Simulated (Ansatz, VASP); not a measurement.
# One calculation of BN, two programs

```xyz
4
Lattice="2.5539 0.0000 0.0000 -1.2770 2.2118 0.0000 0.0000 0.0000 4.2269" Properties=species:S:1:pos:R:3 pbc="T T T"
B     1.2770    0.8773    4.2257
B     0.0000    1.3345    2.1123
N     1.2770    0.5873    2.6430
N     0.0000    1.6245    0.5295
```

Change from the starting cell: mode 4 (471.6 1/cm) frozen in, largest displacement +0.150 Å.

Alike in both runs: task single point; functional PBE; k mesh 12 × 12 × 6; occupations gaussian, width 0.05 eV; no spin polarisation.

```csv
,VASP,Ansatz
version,VASP 6.6.1,Ansatz 0.2.0
potentials or method,"VASP PAW PBE potentials, release 64 (B, N), cutoff 520 eV","scalar-relativistic, plane waves, PAW"
valence electrons in the cell,16,16
```

Ansatz gave:

* gap on the k mesh at the Fermi level (eV): 4.93
* least direct gap on the mesh (eV): 7.84
* pressure (GPa): -0.5
* traceless stress, the component that is largest in VASP (GPa): -3.40
* rms of the force components (eV/Å): 0.894

Task: Which values does VASP return?

Result: gap on the k mesh at the Fermi level (eV): 4.92; least direct gap on the mesh (eV): 7.83; pressure (GPa): -0.3; traceless stress, the component that is largest in VASP (GPa): -3.34; rms of the force components (eV/Å): 0.894.

Atom by atom the forces differ by 0.003 eV/Å (rms over components).
